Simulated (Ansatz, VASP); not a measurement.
# One calculation of Mo3W, two programs

```xyz
4
Lattice="4.4783 0.0000 0.0000 0.0000 4.4783 0.0000 0.0000 0.0000 3.1670" Properties=species:S:1:pos:R:3 pbc="T T T"
Mo    2.2391    0.0000    0.0000
Mo    2.2391    2.2391    1.5835
Mo    0.0000    2.2391    0.0000
W     0.0000    0.0000    1.5835
```

Alike in both runs: functional PBE; k mesh 10 × 10 × 14; occupations gaussian, width 0.1 eV; no spin polarisation.

Ansatz relaxed the structure, and its values are those at the end. VASP's run is a single point on that final structure, the one shown.

|  | VASP | Ansatz |
| --- | --- | --- |
| version | VASP 6.6.1 | Ansatz 0.2.0 |
| potentials or method | VASP PAW PBE potentials, release 64 (Mo_sv, W_sv), cutoff 520 eV | scalar-relativistic, plane waves, PAW |
| valence electrons in the cell | 56 | 56 |

```csv
,VASP,Ansatz,Ansatz less VASP
gap on the k mesh at the Fermi level (eV),none,none,-
pressure (GPa),0.5,0.0,-0.51
```

A gap of «none» marks a metal or a gap that the smearing closes. With one functional, cell and mesh, what is left measures potentials, basis and numerics.

Spin-orbit coupling is off throughout.
